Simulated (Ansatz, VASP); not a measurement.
One calculation of SnSe2, two programs

```xyz
3
Lattice="3.8110 0.0000 0.0000 -1.9055 3.3004 0.0000 0.0000 0.0000 6.1370" Properties=species:S:1:pos:R:3 pbc="T T T"
Sn    0.0000    0.0000    0.0000
Se   -0.2121    1.9881    1.8343
Se    1.9055    1.1001    4.6027
```

Alike in both runs: task single point; functional PBE; k mesh 12 × 12 × 6; occupations gaussian, width 0.05 eV; no spin polarisation.

|  | VASP | Ansatz |
| --- | --- | --- |
| version | VASP 6.6.1 | Ansatz 0.2.0 |
| potentials or method | VASP PAW PBE potentials, release 64 (Sn_d, Se), cutoff 520 eV | scalar-relativistic, plane waves, PAW |
| valence electrons in the cell | 26 | 46 |

|  | VASP | Ansatz | Ansatz less VASP |
| --- | --- | --- | --- |
| gap on the k mesh at the Fermi level (eV) | none | none | - |
| pressure (GPa) | 1.6 | 1.6 | -0.05 |
| traceless stress, the component that is largest in VASP (GPa) | -2.13 | -2.14 | -0.018 |
| rms of the force components (eV/Å) | 0.707 | 0.705 | -0.0021 |

Atom by atom the forces differ by 0.008 eV/Å (rms over components). A gap of «none» marks a metal or a gap that the smearing closes. The functional is the same, so the differences come from potentials, cutoffs and numerics. VASP's potentials hold 26 valence electrons a cell and Ansatz's 46, so a difference there can come from the potentials and not from the codes.
